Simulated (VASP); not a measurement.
Crystal: BiAs2.

```
Bi As
1.0
     0.00000    4.17921    4.17921
     4.17921    0.00000    4.17921
     4.17921    4.17921    0.00000
Bi As
2 4
Direct
  0.00000 0.00000 0.00000
  0.25000 0.25000 0.25000
  0.62500 0.62500 0.62500
  0.12500 0.62500 0.62500
  0.62500 0.62500 0.12500
  0.62500 0.12500 0.62500
```

```yaml
Program: VASP 6.6.1
Task: relaxation of cell and atoms
Functional: PBE
Potentials_or_basis: VASP PAW PBE potentials, release 64 (Bi_d, As)
Cutoff: 600 eV
k_mesh: 8 × 8 × 8
Occupations: gaussian, width 0.1 eV
Spin: no spin polarisation
```

At the start: pressure -2.9 GPa; volume 24.33 Å³/atom.

How do energy, volume and symmetry change on relaxing?

Over 3 steps the energy falls by 10.2 meV/atom and the volume is 23.24 Å³/atom (-4.5 %); space group Fd-3m (No. 227, to 0.1 Å) before and after.

The path:
| step | energy change (eV) | largest force (eV/Å) | pressure (GPa) | volume (Å³) |
| --- | --- | --- | --- | --- |
| 1 | 0.0000 | 0.0000 | -2.86 | 145.99 |
| 2 | -0.0517 | 0.0000 | 1.24 | 137.01 |
| 3 | -0.0609 | 0.0000 | 0.00 | 139.42 |

Final structure:
```cif
data_structure
_symmetry_space_group_name_H-M 'P 1'
_symmetry_Int_Tables_number 1
_cell_length_a 5.8203
_cell_length_b 5.8203
_cell_length_c 5.8203
_cell_angle_alpha 60.000
_cell_angle_beta 60.000
_cell_angle_gamma 60.000
_cell_volume 139.42
loop_
_atom_site_label
_atom_site_type_symbol
_atom_site_fract_x
_atom_site_fract_y
_atom_site_fract_z
_atom_site_occupancy
Bi1 Bi 0.00000 0.00000 0.00000 1
Bi2 Bi 0.25000 0.25000 0.25000 1
As1 As 0.62500 0.62500 0.62500 1
As2 As 0.12500 0.62500 0.62500 1
As3 As 0.62500 0.62500 0.12500 1
As4 As 0.62500 0.12500 0.62500 1
```
